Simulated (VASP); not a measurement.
# Ti4C in VASP: relaxation of the atoms with PBEsol

Aim: the relaxation of the atoms of Ti4C with PBEsol.

Program: VASP 6.6.1. These are calculated values, not measurements. Logs are shortened: lines on timing, memory, paths and dates and some standing lists are left out, and cuts for length are marked.

## 1. The cell of the first run

The cell holds a slab with vacuum, 5 atoms: a = 3.210 Å, b = 3.210 Å, c = 20.107 Å, α = 90.00°, β = 90.00°, γ = 90.00°.

## 2. Relaxation of the atoms, PBEsol

INCAR

```
SYSTEM = Ti4C
ALGO     = Fast           ! electronic algorithm
DIPOL    = 0.5 0.5 0.350
EDIFF    = 1E-6           ! SCF threshold, eV
EDIFFG   = -0.025         ! ionic threshold
ENCUT    = 520            ! plane-wave cutoff, eV
GGA      = PS             ! functional
IBRION   = 2              ! ionic algorithm
IDIPOL   = 3            
ISIF     = 2              ! what is computed and relaxed
ISMEAR   = 0              ! smearing method
LASPH    = .True.         ! aspherical terms in the spheres
LCHARG   = .False.        ! write CHGCAR
LDIPOL   = .True.       
LREAL    = .False.        ! projectors in reciprocal space
LWAVE    = .False.        ! write WAVECAR
NELM     = 60             ! most SCF steps
NSW      = 36             ! ionic steps
PREC     = Accurate       ! precision mode
SIGMA    = 0.1            ! smearing width, eV
```

KPOINTS

```
k-points
0
Gamma
  8 8 1
  0 0 0
```

POSCAR

```
Ti4C
1.0
    3.2102321090      0.0000000000      0.0000000000
    0.0000000000      3.2102321090      0.0000000000
    0.0000000000      0.0000000000     20.1069940753
Ti C
4 1
Selective dynamics
Direct
    0.5000000000      0.5000000000      0.1989357527  F F F
    0.0000000000      0.0000000000      0.2787644953  F F F
    0.5000000000      0.5000000000      0.3538359372  F F F
    0.0000000000      0.0000000000      0.4280597111  F F F
    0.0000000000      0.5000000000      0.4897297944  F F T
```

Potentials or basis: VASP PAW PBE potentials, release 64 (Ti_sv, C).

Run with:

```
cat potpaw_PBE.64/Ti_sv/POTCAR potpaw_PBE.64/C/POTCAR > POTCAR
mpirun -np 1 vasp_std > vasp.out
```

OUTCAR:

```text
SYSTEM = Ti4C
   EDIFF = 1E-6
   EDIFFG = -0.025
   ENCUT = 520
   GGA = PS
   IBRION = 2
   ISIF = 2
   ISMEAR = 0
   LASPH = .True.
   LREAL = .False.
   NELM = 60
   NSW = 36
   PREC = Accurate

 ion  position               nearest neighbor table
   1  0.500  0.500  0.199-   2 2.78   2 2.78   2 2.78   2 2.78
   2  0.000  0.000  0.279-   3 2.73   3 2.73   3 2.73   3 2.73   1 2.78   1 2.78   1 2.78   1 2.78

   3  0.500  0.500  0.354-   4 2.72   4 2.72   4 2.72   4 2.72   2 2.73   2 2.73   2 2.73   2 2.73

   4  0.000  0.000  0.428-   5 2.03   5 2.03   3 2.72   3 2.72   3 2.72   3 2.72
   5  0.000  0.500  0.490-   4 2.03   4 2.03

  LATTYP: Found a simple tetragonal cell.
 ALAT       =     3.2102321090
 C/A-ratio  =     6.2634081875

  Lattice vectors:

 A1 = (   3.2102321090,   0.0000000000,   0.0000000000)
 A2 = (   0.0000000000,   3.2102321090,   0.0000000000)
 A3 = (   0.0000000000,   0.0000000000,  20.1069940753)

Analysis of symmetry for initial positions (statically):
=====================================================================
 Subroutine PRICEL returns:
 Original cell was already a primitive cell.

 Routine SETGRP: Setting up the symmetry group for a
 simple tetragonal supercell.

 Subroutine GETGRP returns: Found  4 space group operations
 (whereof  4 operations were pure point group operations)
 out of a pool of 16 trial point group operations.

The static configuration has the point symmetry C_2v.

Analysis of symmetry for dynamics (positions and initial velocities):
=====================================================================
 Subroutine PRICEL returns:
 Original cell was already a primitive cell.

 Routine SETGRP: Setting up the symmetry group for a
 simple tetragonal supercell.

 Subroutine GETGRP returns: Found  4 space group operations
 (whereof  4 operations were pure point group operations)
 out of a pool of 16 trial point group operations.

The dynamic configuration has the point symmetry C_2v.

Analysis of constrained symmetry for selective dynamics:
=====================================================================
 Subroutine PRICEL returns:
 Original cell was already a primitive cell.

 Routine SETGRP: Setting up the symmetry group for a
 simple tetragonal supercell.

 Subroutine GETGRP returns: Found  4 space group operations
 (whereof  4 operations were pure point group operations)
 out of a pool of 16 trial point group operations.

The constrained configuration has the point symmetry C_2v.

 Subroutine INISYM returns: Found  4 space group operations
 (whereof  4 operations are pure point group operations),
 and found     1 'primitive' translations

----------------------------------------------------------------------------------------

                                     Primitive cell

  volume of cell :     207.2144

  direct lattice vectors                    reciprocal lattice vectors
     3.210232109  0.000000000  0.000000000     0.311503955  0.000000000  0.000000000
     0.000000000  3.210232109  0.000000000     0.000000000  0.311503955  0.000000000
     0.000000000  0.000000000 20.106994075     0.000000000  0.000000000  0.049733938

  length of vectors
     3.210232109  3.210232109 20.106994075     0.311503955  0.311503955  0.049733938

  position of ions in fractional coordinates (direct lattice)
     0.500000000  0.500000000  0.198935753
     0.000000000  0.000000000  0.278764495
     0.500000000  0.500000000  0.353835937
     0.000000000  0.000000000  0.428059711
     0.000000000  0.500000000  0.489729794

  ion indices of the primitive-cell ions
   primitive index   ion index
                 1           1
                 2           2
                 3           3
                 4           4
                 5           5

----------------------------------------------------------------------------------------

 KPOINTS: k-points

Automatic generation of k-mesh.
 Grid dimensions read from file:
 generate k-points for:    8    8    1

 Generating k-lattice:

  Cartesian coordinates                     Fractional coordinates (reciprocal lattice)
     0.038937994  0.000000000  0.000000000     0.125000000  0.000000000  0.000000000
     0.000000000  0.038937994  0.000000000     0.000000000  0.125000000  0.000000000
     0.000000000  0.000000000  0.049733938     0.000000000  0.000000000  1.000000000

  Length of vectors
     0.038937994  0.038937994  0.049733938

  Shift w.r.t. Gamma in fractional coordinates (k-lattice)
     0.000000000  0.000000000  0.000000000

 Subroutine IBZKPT returns following result:
 ===========================================

 Found     25 irreducible k-points:

 Following reciprocal coordinates:
            Coordinates               Weight
  0.000000  0.000000  0.000000      1.000000
  0.125000  0.000000  0.000000      2.000000
  0.000000  0.125000  0.000000      2.000000
  0.250000  0.000000  0.000000      2.000000
  0.000000  0.250000  0.000000      2.000000
  0.375000  0.000000  0.000000      2.000000
[... 16 lines left out ...]
  0.500000  0.375000  0.000000      2.000000
 -0.375000  0.500000  0.000000      2.000000
   k-points           NKPTS =     25   k-points in BZ     NKDIM =     25   number of bands    NBANDS=     31
   number of dos      NEDOS =    301   number of ions     NIONS =      5
   total plane-waves  NPLWV =  86400
   dimension x,y,z NGX =    24 NGY =   24 NGZ =  150
   dimension x,y,z NGXF=    48 NGYF=   48 NGZF=  300
   ions per type =               4   1
   NGX,Y,Z   is equivalent  to a cutoff of  12.43, 12.43, 12.40 a.u.
   NGXF,Y,Z  is equivalent  to a cutoff of  24.86, 24.86, 24.80 a.u.
 SYSTEM =  Ti4C
   PREC   = accura    normal or accurate (medium, high low for compatibility)
   ISTART =      0    job   : 0-new  1-cont  2-samecut
   ICHARG =      2    charge: 1-file 2-atom 10-const
   ISPIN  =      1    spin polarized calculation?
   LNONCOLLINEAR =      F non collinear calculations
   LSORBIT =      F    spin-orbit coupling
   LASPH  =      T    aspherical Exc in radial PAW
   ENCUT  =  520.0 eV  38.22 Ry    6.18 a.u.   5.97  5.97 37.39*2*pi/ulx,y,z
   NELM   =     60;   NELMIN=  2; NELMDL= -5     # of ELM steps
   EDIFF  = 0.1E-05   stopping-criterion for ELM
   LREAL  =      F    real-space projection
   EDIFFG = -.3E-01   stopping-criterion for IOM
   NSW    =     36    number of steps for IOM
   IBRION =      2    ionic relax: 0-MD 1-quasi-New 2-CG
   NFREE  =      1    steps in history (QN), initial steepest desc. (CG)
   ISIF   =      2    stress and relaxation
   ISYM   =      2    0-nonsym 1-usesym 2-fastsym
   POTIM  = 0.5000    time-step for ionic-motion
   TEBEG  =    0.0;   TEEND  =   0.0 temperature during run
   PSTRESS=    0.0 pullay stress
   NELECT =      52.0000    total number of electrons
   NUPDOWN=      -1.0000    fix difference up-down
   EMIN   =  10.00;   EMAX   =-10.00  energy-range for DOS
   EFERMI =   0.00;   METHOD = LEGACY
   ISMEAR =     0;   SIGMA  =   0.10  broadening in eV -4-tet -1-fermi 0-gaus
   EFERMI_NEDOS =   21; number of points for ismear=-14 and -15
   IALGO  =     68    algorithm
   IMIX   =      4    mixing-type and parameters
     AMIX     =   0.40;   BMIX     =  1.00
     AMIX_MAG =   1.60;   BMIX_MAG =  1.00
  volume/ion in A,a.u.               =      41.44       279.67
  Fermi-wavevector in a.u.,A,eV,Ry     =   1.032609  1.951348 14.507641  1.066282
  Thomas-Fermi vector in A             =   2.166815
   LORBIT       =      0    0 simple, 1 ext, 2 COOP (PROOUT), +10 PAW based schemes
   GGA     = PS    functional components
   LHFCALC =     F    Hartree Fock is set to
   AEXX    =    0.0000 exact exchange contribution
   IVDW    =     0    specifies the selected vdW correction
   LEPSILON=     F    determine dielectric tensor
   LRPA    =     F    only Hartree local field effects (RPA)
 conjugate gradient relaxation of ions
 non-spin polarized calculation
 RMM-DIIS sequential band-by-band and
 Gauss-broadening in eV      SIGMA  =   0.10
  energy-cutoff  :      520.00
  volume of cell :      207.21
 maximum number of plane-waves:      5638
   NGX = 11   NGY = 11   NGZ = 75

--------------------------------------- Ionic step        1  -------------------------------------------

 number of electron      51.9999995 magnetization

 Free energy of the ion-electron system (eV)
  ---------------------------------------------------
  ext. energy  EPLUGINS =         0.00000000
  ---------------------------------------------------
  free energy    TOTEN  =       -37.81815016 eV

  energy without entropy =      -37.77425311  energy(sigma->0) =      -37.79620164

------------------------ aborting loop EDIFF was not reached (unconverged)  ----------------------------

  FORCE on cell =-STRESS in cart. coord.  units (eV):
  Direction    XX          YY          ZZ          XY          YZ          ZX
  --------------------------------------------------------------------------------------
  -------------------------------------------------------------------------------------
  Total       -1.4440767     -1.3119660     -3.2238934      0.0000000      0.0000000      0.0000000
  in kB      -11.1655684    -10.1440915    -24.9270702      0.0000000      0.0000000      0.0000000
  external PRESSURE =     -15.4122434 kB  Pullay stress =       0.0000000 kB
[... 104 lines left out ...]
--------------------------------------- Ionic step        4  -------------------------------------------

 number of electron      51.9999994 magnetization

 dipolmoment           0.000000      0.000000      0.196132 electrons x Angstroem

 Free energy of the ion-electron system (eV)
  ---------------------------------------------------
  ext. energy  EPLUGINS =         0.00000000
  ---------------------------------------------------
  free energy    TOTEN  =       -38.17526788 eV

  energy without entropy =      -38.14004538  energy(sigma->0) =      -38.15765663

 E-fermi :  -0.4286     XC(G=0):  -5.1147

 val. band max:       -0.4467505873   @ k =   0.1250   0.0000   0.0000
 cond. band min:      -0.4276334284   @ k =   0.2500   0.1250   0.0000
 fundamental gap:      0.0191171589
 Fermi energy:        -0.4285716283

 k-point     1 :       0.0000    0.0000    0.0000
  band No.  band energies     occupation
      1     -57.1900      2.00000
      2     -56.5196      2.00000
      3     -56.2956      2.00000
      4     -55.8242      2.00000
      5     -33.6512      2.00000
      6     -33.4478      2.00000
[... 805 lines left out ...]
     30       1.3246      0.00000
     31       1.4247      0.00000

 [... further k-points ...]

------------------------ aborting loop because EDIFF is reached ----------------------------------------

 vacuum level on the upper side and lower side of the slab       (xc-potential included)         1.662        -1.691

  FORCE on cell =-STRESS in cart. coord.  units (eV):
  Direction    XX          YY          ZZ          XY          YZ          ZX
  --------------------------------------------------------------------------------------
  -------------------------------------------------------------------------------------
  Total       -1.0703918      4.0368793     -0.0010943      0.0000000      0.0000000      0.0000000
  in kB       -8.2762452     31.2130587     -0.0084608      0.0000000      0.0000000      0.0000000
  external PRESSURE =       7.6427842 kB  Pullay stress =       0.0000000 kB
[... 20 lines left out ...]
  FREE ENERGIE OF THE ION-ELECTRON SYSTEM (eV)
  ---------------------------------------------------
  free  energy   TOTEN  =       -38.1752678797 eV

  energy  without entropy=      -38.1400453765  energy(sigma->0) =      -38.15765663

 reached required accuracy - stopping structural energy minimisation

 vacuum level on the upper side and lower side of the slab         6.337         2.893
```

Wall time 34 min (1 thread of Oxide Virtual Turin-like, shared host); peak memory 0.34 GiB.

Results:

| Quantity | Value |
| --- | --- |
| Free energy | -38.1753 eV |
| Energy gained by relaxing | 71.4 meV/atom |
| Ionic steps | 4 |
| Band gap on the k mesh | zero (bands 26 and 27 overlap by 0.61 eV) |

Step by step:
| step | energy change (eV) | largest force on free atoms (eV/Å) | pressure (GPa) |
| --- | --- | --- | --- |
| 1 | 0.0000 | 2.4879 | -1.54 |
| 2 | -0.2425 | 1.5011 | -0.61 |
| 3 | -0.3565 | 0.1156 | 0.64 |
| 4 | -0.3571 | 0.0134 | 0.76 |

Final structure:
```
Ti C
1.0
     3.21023    0.00000    0.00000
     0.00000    3.21023    0.00000
     0.00000    0.00000   20.10699
Ti C
4 1
Direct
  0.50000 0.50000 0.19894
  0.00000 0.00000 0.27876
  0.50000 0.50000 0.35384
  0.00000 0.00000 0.42806
  0.00000 0.50000 0.47639
```

Levels at points of the mesh, in eV from the Fermi level:
```csv
k point,band 22,band 23,band 24,band 25,band 26,band 27,band 28,band 29,band 30,band 31
"(0.00, 0.00, 0.00)",-1.75,-1.25,-0.93,0.22,0.44,0.84,1.00,1.08,1.13,1.27
"(0.50, 0.00, 0.00)",-1.78,-1.32,-0.46,-0.15,0.09,0.23,0.45,1.12,1.30,1.33
"(0.00, 0.50, 0.00)",-0.78,-0.66,-0.26,-0.17,0.04,0.24,0.52,0.93,0.95,1.34
"(0.50, 0.50, 0.00)",-0.75,-0.64,-0.53,-0.36,-0.20,0.08,0.16,1.91,2.09,2.93
```

Caveat: the PAW data sets were made with another functional, which shifts forces and pressure a little.
